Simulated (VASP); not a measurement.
Wanted: the native input for a VASP 6.6.1 run.

| Quantity | Value |
| --- | --- |
| Task | single point |
| Functional | PBE |
| Potentials or basis | VASP PAW PBE potentials, release 64 (Rb_sv, Ir) |
| Cutoff | 520 eV |
| k mesh | 3 × 3 × 4 |
| Occupations | gaussian, width 0.1 eV |
| Spin | no spin polarisation |
| Dipole correction | no |
| Further INCAR settings | ALGO = Normal; EDIFF = 1e-07; NBANDS = 46 |

The structure of RbIr3 lies in POSCAR:

```
RbIr3
1.0
    6.1904415372      0.0000000000      0.0000000000
   -3.0952207686      5.3610796318      0.0000000000
    0.0000000000      0.0000000000      4.9687844711
Rb Ir
2 6
Direct
    0.3333333333      0.6666666667      0.2500000000
    0.6666666667      0.3333333333      0.7500000000
    0.8330000000      0.6660000000      0.2500000000
    0.1670000000      0.8330000000      0.7500000000
    0.3340000000      0.1670000000      0.2500000000
    0.1670000000      0.3340000000      0.7500000000
    0.8330000000      0.1670000000      0.2500000000
    0.6660000000      0.8330000000      0.7500000000
```

One way to write it, as run:

INCAR

```
SYSTEM = RbIr3
ALGO = Normal
EDIFF = 1E-7
ENCUT = 520
GGA = PE
ISIF = 2
ISMEAR = 0
LASPH = .True.
LCHARG = .True.
LELF = .True.
LREAL = .False.
LVHAR = .True.
LWAVE = .False.
NBANDS = 46
NELM = 80
PREC = Accurate
SIGMA = 0.1
```

KPOINTS

```
k-points
0
Gamma
  3 3 4
  0 0 0
```

Potentials or basis: VASP PAW PBE potentials, release 64 (Rb_sv, Ir).

The run is started by

```bash
$ cat potpaw_PBE.64/Rb_sv/POTCAR potpaw_PBE.64/Ir/POTCAR > POTCAR
$ mpirun -np 1 vasp_std > vasp.out
```

Results of the run:

```json
{"Pressure": "-12.5 GPa", "Largest force": "1.125 eV/Å", "Band gap on the k mesh": "zero (bands 36 and 37 overlap by 0.94 eV)"}
```

Caveat: the k points lie up to 0.39 Å⁻¹ apart, too coarse for converged energies and pressures of a metal; spin-orbit coupling is left out, which moves the levels of the heavy elements; forces of over 1 eV/Å act on the atoms, so gaps and moduli don't describe the material at rest.

It took 46 s on 1 thread of Intel(R) Xeon(R) 6975P-C (Granite Rapids) (shared host), peak memory 0.32 GiB.
